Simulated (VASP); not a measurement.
# Gd (Im-3m) in VASP: notebook, part 2 of 2

VASP 6.6.1.

**5. Single point, PBEsol, collinear spin, ferromagnetic start (volume scaled by 0.75)**

INCAR

```
PREC     = Accurate       # precision mode
ENCUT    = 600            # plane-wave cutoff, eV
EDIFF    = 1E-6           # SCF threshold, eV
ISMEAR   = -1             # smearing method
SIGMA    = 0.08           # smearing width, eV
LREAL    = F              # projectors in reciprocal space
LASPH    = T              # aspherical terms in the spheres
NELM     = 200            # most SCF steps
ALGO     = Normal         # electronic algorithm
ISIF     = 2              # what is computed and relaxed
LWAVE    = F              # write WAVECAR
LCHARG   = F              # write CHGCAR
ISPIN    = 2              # spin polarisation
MAGMOM   = 7              # initial moments
LORBIT   = 11             # projections on sites
LMAXMIX  = 6              # l up to which the mixer works
GGA      = PS             # functional
NBANDS   = 19             # bands
GGA_COMPAT= F
```

KPOINTS

```
regular mesh
0
Gamma
  14 14 14
```

POSCAR

```
Gd
1.0
   -1.7974251472      1.7974251472      1.7974251472
    1.7974251472     -1.7974251472      1.7974251472
    1.7974251472      1.7974251472     -1.7974251472
Gd
1
Direct
    0.0000000000      0.0000000000      0.0000000000
```

Potentials or basis: VASP PAW PBE potentials, release 64 (Gd).

Run with:

```sh
cat potpaw_PBE.64/Gd/POTCAR > POTCAR
mpirun -np 1 vasp_std > vasp.out
```

OUTCAR:

```text
PREC = Accurate
   ENCUT = 600
   EDIFF = 1E-6
   ISMEAR = -1
   LREAL = F
   LASPH = T
   NELM = 200
   ISIF = 2
   ISPIN = 2
   LORBIT = 11
   GGA = PS

 ion  position               nearest neighbor table
   1  0.000  0.000  0.000-

  LATTYP: Found a body centered cubic cell.
 ALAT       =     3.5948502944

  Lattice vectors:

 A1 = (  -1.7974251472,   1.7974251472,   1.7974251472)
 A2 = (   1.7974251472,  -1.7974251472,   1.7974251472)
 A3 = (   1.7974251472,   1.7974251472,  -1.7974251472)
[... 1263 lines left out ...]
  -------------------------------------------------------------------------------------
  Total        2.3902044      2.3902044      2.3902044      0.0000000      0.0000000      0.0000000
  in kB      164.8667965    164.8667965    164.8667965      0.0000000      0.0000000      0.0000000
  external PRESSURE =     164.8667965 kB  Pullay stress =       0.0000000 kB

 VOLUME and BASIS-vectors are now :
 -----------------------------------------------------------------------------
  energy-cutoff  :      600.00
  volume of cell :       23.23
      direct lattice vectors                 reciprocal lattice vectors
    -1.797425147  1.797425147  1.797425147     0.000000000  0.278175701  0.278175701
     1.797425147 -1.797425147  1.797425147     0.278175701  0.000000000  0.278175701
     1.797425147  1.797425147 -1.797425147     0.278175701  0.278175701  0.000000000

 POSITION                                       TOTAL-FORCE (eV/Angst)
 -----------------------------------------------------------------------------------
      0.00000      0.00000      0.00000         0.000000     -0.000000      0.000000
 -----------------------------------------------------------------------------------
    total drift:                               -0.000000     -0.000000     -0.000000

  FREE ENERGIE OF THE ION-ELECTRON SYSTEM (eV)
  ---------------------------------------------------
  free  energy   TOTEN  =       -11.6414759382 eV

  energy  without entropy=      -11.6154484354  energy(sigma->0) =      -11.62846219

 total charge

# of ion       s       p       d       f       tot
--------------------------------------------------
    1        2.092   5.517   0.831   6.974  15.414

 magnetization (x)

# of ion       s       p       d       f       tot
--------------------------------------------------
    1        0.008  -0.040   0.273   6.780   7.021
```

OSZICAR:

```text
N       E                     dE             d eps       ncg     rms          rms(c)
DAV:   1     0.948874116012E+02    0.94887E+02   -0.68618E+03  9995   0.550E+03
DAV:   2     0.399959140879E+01   -0.90888E+02   -0.78031E+02  9953   0.346E+02
DAV:   3    -0.846272516305E+01   -0.12462E+02   -0.12081E+02 11733   0.106E+02
[... 15 lines left out ...]
DAV:  19    -0.116414497617E+02   -0.74697E-04   -0.15886E-03 13365   0.103E+00    0.699E-01
DAV:  20    -0.116414640067E+02   -0.14245E-04   -0.21338E-04 14538   0.305E-01    0.188E-01
DAV:  21    -0.116414802485E+02   -0.16242E-04   -0.43755E-05 14156   0.161E-01    0.331E-01
DAV:  22    -0.116414758315E+02    0.44170E-05   -0.56067E-05 12413   0.219E-01    0.469E-02
DAV:  23    -0.116414759382E+02   -0.10674E-06   -0.51221E-06 12455   0.677E-02
   1 F= -.11641476E+02 E0= -.11628462E+02  d E =-.260275E-01  mag=     7.5346
```

It took 2 min on 1 thread of Intel Xeon 6975P-C (Granite Rapids), shared host; peak memory 0.26 GiB.

Results:

| Item | Value |
| --- | --- |
| Free energy | -11.6415 eV |
| Pressure | 16.5 GPa |
| Net moment | 7.53 μB per cell |
| Site moments | Gd +7.02 μB |
| Valence electrons inside the program's atomic spheres | Gd 15.41 |

Levels at points of the mesh, in eV from the Fermi level:
Spin up:
```tsv
k point	band 11	band 12	band 13	band 14	band 15	band 16
(0.00, 0.00, 0.00)	-4.06	-3.98	1.53	1.53	1.53	4.70
(0.50, 0.00, 0.00)	-4.03	-3.19	-0.83	3.24	4.84	5.90
(0.50, 0.50, 0.50)	-4.03	-3.18	-3.18	7.96	7.96	7.96
```
Spin down:
```tsv
k point	band 3	band 4	band 5	band 6	band 7	band 8
(0.00, 0.00, 0.00)	-18.76	-18.76	-4.26	0.66	0.66	0.66
(0.50, 0.00, 0.00)	-19.46	-18.81	-2.19	0.35	0.69	0.84
(0.50, 0.50, 0.50)	-20.29	-20.29	-2.35	-2.35	0.78	0.97
```

Caveat: the PAW data sets were made with another functional, which shifts forces and pressure a little; spin-orbit coupling is left out, which moves the levels of the heavy elements. The state reached can hang on the start; a lower one may exist.

**6. Summary**

| cell | gap on the mesh (eV) | pressure (GPa) | moment (μB) |
| --- | --- | --- | --- |
| a = 2.807 Å, angles 109.5°, 1 atom | none | 55.1 | 7.17 |
| a = 2.968 Å, angles 109.5°, 1 atom | none | 31.5 | 7.49 |
| a = 3.113 Å, angles 109.5°, 1 atom | none | 16.5 | 7.53 |

Alike in all rows: task single point; level PBEsol; potentials or basis VASP PAW PBE potentials, release 64 (Gd); spin collinear, ferromagnetic start; k mesh 14 × 14 × 14; cutoff (eV) 600; smearing fermi-dirac 0.08 eV.

Caveats: the PAW data sets were made with another functional, which shifts forces and pressure a little; spin-orbit coupling is left out, which moves the levels of the heavy elements.

Total energies depend on the potentials used, so only differences within one code and one set of settings carry meaning.
